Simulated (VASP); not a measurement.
# B32HN32 (a cell with a defect) in VASP: further runs, part 3 of 3

VASP 6.6.1.

### 4 Single point, HSE06

Input file POSCAR:

```
B32HN32
1.0
    7.2115910000      0.0000000000      0.0000000000
    0.0000000000      7.2115910000      0.0000000000
    0.0000000000      0.0000000000      7.2115910000
B N H
32 32 1
Direct
    0.0001650000      0.0000230000      0.9998000000
    0.0004490000      0.0003070000      0.5000390000
    0.0004550000      0.5002460000      0.0000900000
    0.9976470000      0.4998870000      0.4996660000
    0.5004120000      0.0003350000      0.0001220000
    0.5000320000      0.9975100000      0.4996840000
    0.5000040000      0.4998680000      0.9972520000
    0.4935550000      0.4934010000      0.4931990000
    0.2503510000      0.2502050000      0.9977190000
    0.2559270000      0.2557610000      0.4940890000
    0.2497240000      0.7496230000      0.0000800000
    0.2500430000      0.7520970000      0.4994200000
    0.7497390000      0.2495570000      0.0001020000
    0.7522590000      0.2499010000      0.4994210000
    0.7500340000      0.7498790000      0.9995500000
    0.7494510000      0.7493220000      0.4998190000
    0.2503470000      0.9979320000      0.2499830000
    0.2497190000      0.0002790000      0.7494190000
    0.2559450000      0.4942760000      0.2555780000
    0.2500210000      0.4996390000      0.7518540000
    0.7497410000      0.0003150000      0.2493600000
    0.7500250000      0.9997420000      0.7496750000
    0.7522410000      0.4996540000      0.2496670000
    0.7494520000      0.5000280000      0.7491030000
    0.9980830000      0.2502090000      0.2499860000
    0.0004180000      0.2495730000      0.7494140000
    0.0004280000      0.7496310000      0.2493600000
    0.9998960000      0.7498680000      0.7496710000
    0.4942180000      0.2560380000      0.2558180000
    0.4997810000      0.2498800000      0.7518810000
    0.4997920000      0.7520920000      0.2496710000
    0.5001830000      0.7493210000      0.7491120000
    0.1256000000      0.1254540000      0.1252220000
    0.1249630000      0.1248320000      0.6256960000
    0.1249640000      0.6259130000      0.1246150000
    0.1252560000      0.6251860000      0.6249810000
    0.6260340000      0.1248490000      0.1246410000
    0.6253410000      0.1251040000      0.6249860000
    0.6253450000      0.6251970000      0.1249010000
    0.6255060000      0.6253680000      0.6251560000
    0.3756800000      0.3756210000      0.1157790000
    0.3748940000      0.3747530000      0.6344220000
    0.3754150000      0.8753580000      0.1236920000
    0.3752820000      0.8751020000      0.6262290000
    0.8755130000      0.3752700000      0.1236910000
    0.8752680000      0.3751330000      0.6262230000
    0.8753900000      0.8752520000      0.1248190000
    0.8752670000      0.8751210000      0.6249910000
    0.3756590000      0.1160040000      0.3753970000
    0.3754170000      0.1239090000      0.8751510000
    0.3748990000      0.6346340000      0.3745370000
    0.3752810000      0.6264450000      0.8748840000
    0.8755150000      0.1239160000      0.3750660000
    0.8753860000      0.1250300000      0.8750300000
    0.8752640000      0.6264380000      0.3749180000
    0.8752640000      0.6251910000      0.8749130000
    0.1162350000      0.3755650000      0.3753540000
    0.1240470000      0.3752700000      0.8751300000
    0.1240480000      0.8753500000      0.3750550000
    0.1251680000      0.8752510000      0.8750310000
    0.6348760000      0.3748000000      0.3745890000
    0.6265760000      0.3751320000      0.8748980000
    0.6265740000      0.8751110000      0.3749250000
    0.6253400000      0.8751220000      0.8749160000
    0.3754040000      0.3750850000      0.3748320000
```

Input file INCAR.step1:

```
SYSTEM = B32HN32
PREC = Accurate
ENCUT = 520
EDIFF = 1E-5
ISMEAR = -1
SIGMA = 0.05
LREAL = Auto
LASPH = .True.
NELM = 60
ALGO = Normal
ISIF = 2
LWAVE = .True.
GGA = PE
NELECT = 258.0
ISYM = 0
NBANDS = 166
NCORE = 4
```

Input file INCAR.step2:

```
SYSTEM = B32HN32
PREC = Accurate
ENCUT = 520
EDIFF = 1E-7
ISMEAR = -1
SIGMA = 0.05
LREAL = Auto
LASPH = .True.
NELM = 60
ALGO = Normal
ISIF = 2
LWAVE = .False.
LCHARG = .True.
GGA = PE
LHFCALC = .True.
HFSCREEN = 0.2079
PRECFOCK = Fast
LELF = .True.
LVHAR = .True.
ISTART = 1
NELECT = 258.0
ISYM = 0
NBANDS = 166
NCORE = 4
```

Input file KPOINTS:

```
Automatic mesh
0
Gamma
  1 1 1
  0.25 0.25 0.25
```

Potentials or basis: VASP PAW PBE potentials, release 64 (B, N, H).

Started as:

```console
> cat potpaw_PBE.64/B/POTCAR potpaw_PBE.64/N/POTCAR potpaw_PBE.64/H/POTCAR > POTCAR
> cp INCAR.step1 INCAR
> mpirun -np 4 vasp_std > vasp.out
> cp INCAR.step2 INCAR
> mpirun -np 4 vasp_std > vasp.out
```

OUTCAR:

```text
SYSTEM = B32HN32
   PREC = Accurate
   ENCUT = 520
   EDIFF = 1E-7
   ISMEAR = -1
   LREAL = Auto
   LASPH = .True.
   NELM = 60
   ISIF = 2
   GGA = PE
   LHFCALC = .True.
   HFSCREEN = 0.2079
   PRECFOCK = Fast
   ISTART = 1
   NELECT = 258.0
   ISYM = 0

 ion  position               nearest neighbor table
   1  0.000  0.000  1.000-  60 1.56  54 1.56  47 1.56  33 1.57
   2  0.000  0.000  0.500-  53 1.56  59 1.56  34 1.56  48 1.56
[... 912 lines left out ...]
  Total       14.9914606     14.9896616     14.9869796     -0.2813129     -0.3227696     -0.2869083
  in kB       64.0414663     64.0337809     64.0223239     -1.2017300     -1.3788273     -1.2256329
  external PRESSURE =      64.0325237 kB  Pullay stress =       0.0000000 kB

 VOLUME and BASIS-vectors are now :
 -----------------------------------------------------------------------------
  energy-cutoff  :      520.00
  volume of cell :      375.05
      direct lattice vectors                 reciprocal lattice vectors
     7.211591000  0.000000000  0.000000000     0.138665656  0.000000000  0.000000000
     0.000000000  7.211591000  0.000000000     0.000000000  0.138665656  0.000000000
     0.000000000  0.000000000  7.211591000     0.000000000  0.000000000  0.138665656

 POSITION                                       TOTAL-FORCE (eV/Angst)
 -----------------------------------------------------------------------------------
      0.00119      0.00017      7.21015         0.054141      0.055829      0.055882
      0.00324      0.00221      3.60608         0.078086      0.077221      0.071972
      0.00328      3.60757      0.00065         0.077725      0.073047      0.078339
      7.19462      3.60498      3.60339         0.103586      0.039599      0.039915
      3.60877      0.00242      0.00088         0.072651      0.078241      0.079285
      3.60603      7.19363      3.60352         0.038162      0.097390      0.037795
[... 57 lines left out ...]
      4.50970      6.31102      6.30954        -0.030628     -0.056346     -0.055678
      2.70726      2.70496      2.70314         0.044832      0.040720      0.042447
 -----------------------------------------------------------------------------------
    total drift:                                0.005258     -0.002830     -0.014896

  FREE ENERGIE OF THE ION-ELECTRON SYSTEM (eV)
  ---------------------------------------------------
  free  energy   TOTEN  =      -638.6586242514 eV

  energy  without entropy=     -638.6586242513  energy(sigma->0) =     -638.65862425
```

OSZICAR.step1:

```text
N       E                     dE             d eps       ncg     rms          rms(c)
DAV:   1     0.117613573455E+04    0.11761E+04   -0.14013E+05  1328   0.154E+03
DAV:   2    -0.497018788710E+03   -0.16732E+04   -0.16135E+04  1640   0.346E+02
DAV:   3    -0.577504452623E+03   -0.80486E+02   -0.80007E+02  1624   0.790E+01
DAV:   4    -0.578651035076E+03   -0.11466E+01   -0.11431E+01  1600   0.941E+00
DAV:   5    -0.578673833473E+03   -0.22798E-01   -0.22767E-01  1584   0.116E+00    0.386E+01
DAV:   6    -0.549015895036E+03    0.29658E+02   -0.91438E+01  1528   0.214E+01    0.185E+01
DAV:   7    -0.546635578162E+03    0.23803E+01   -0.50848E+00  1656   0.611E+00    0.110E+01
DAV:   8    -0.546164844471E+03    0.47073E+00   -0.15611E+00  1568   0.320E+00    0.112E+00
DAV:   9    -0.546139269567E+03    0.25575E-01   -0.88332E-02  1584   0.798E-01    0.526E-01
DAV:  10    -0.546142493164E+03   -0.32236E-02   -0.12843E-02  1672   0.289E-01    0.173E-01
DAV:  11    -0.546142426311E+03    0.66853E-04   -0.24086E-03  1592   0.121E-01    0.480E-02
DAV:  12    -0.546142494281E+03   -0.67970E-04   -0.18705E-04  1624   0.425E-02    0.272E-02
DAV:  13    -0.546142512417E+03   -0.18136E-04   -0.45026E-05  1392   0.180E-02    0.120E-02
DAV:  14    -0.546142514459E+03   -0.20415E-05   -0.45697E-06   928   0.753E-03
   1 F= -.54614251E+03 E0= -.54614251E+03  d E =-.366884E-10
```

It took 60 min on 4 MPI ranks of Intel Xeon Platinum 8488C (Sapphire Rapids), shared host; peak memory 0.37 GiB.

What came out:

| Property | Result |
| --- | --- |
| Free energy | -638.6586 eV |
| Largest force | 0.249 eV/Å |

Forces on the atoms (eV/Å):
```
B    0.054  0.056  0.056
B    0.078  0.077  0.072
B    0.078  0.073  0.078
B    0.104  0.040  0.040
B    0.073  0.078  0.079
B    0.038  0.097  0.038
B    0.045  0.045  0.105
B   -0.141 -0.144 -0.147
B    0.076  0.079  0.079
B    0.138  0.139 -0.037
B    0.064  0.037  0.069
B    0.066  0.031  0.063
B    0.036  0.065  0.071
B    0.033  0.066  0.065
B    0.045  0.048  0.075
B    0.040  0.036  0.072
B    0.077  0.079  0.078
B    0.064  0.072  0.035
B    0.141 -0.036  0.137
B    0.069  0.063  0.037
B    0.036  0.071  0.062
B    0.047  0.077  0.048
B    0.036  0.060  0.070
B    0.039  0.073  0.038
B    0.082  0.076  0.076
B    0.072  0.064  0.036
B    0.070  0.035  0.064
B    0.075  0.049  0.047
B   -0.043  0.142  0.142
B    0.063  0.068  0.033
B    0.061  0.033  0.068
B    0.073  0.038  0.037
N   -0.067 -0.066 -0.062
N   -0.091 -0.093 -0.094
N   -0.092 -0.096 -0.092
N   -0.057 -0.044 -0.048
N   -0.094 -0.095 -0.095
N   -0.046 -0.054 -0.047
N   -0.049 -0.048 -0.059
N    0.003  0.005  0.006
N   -0.133 -0.132 -0.131
N    0.023  0.020  0.003
N   -0.068 -0.058 -0.055
N   -0.061 -0.051 -0.051
N   -0.059 -0.067 -0.055
N   -0.053 -0.059 -0.050
N   -0.054 -0.054 -0.052
N   -0.056 -0.057 -0.033
N   -0.128 -0.130 -0.129
N   -0.069 -0.056 -0.059
N    0.024  0.007  0.024
N   -0.063 -0.053 -0.053
N   -0.058 -0.057 -0.070
N   -0.055 -0.053 -0.053
N   -0.053 -0.049 -0.060
N   -0.056 -0.031 -0.057
N   -0.132 -0.131 -0.130
N   -0.055 -0.069 -0.057
N   -0.056 -0.056 -0.068
N   -0.051 -0.057 -0.054
N    0.003  0.024  0.022
N   -0.051 -0.061 -0.055
N   -0.050 -0.051 -0.060
N   -0.031 -0.056 -0.056
H    0.045  0.041  0.042
```

Caveat: the cell carries a net charge on a neutralising background, which shifts energy and pressure; the cell is charged against a uniform background, so pressure and absolute levels hang on convention; the PAW data sets were made with another functional, which shifts forces and pressure a little.
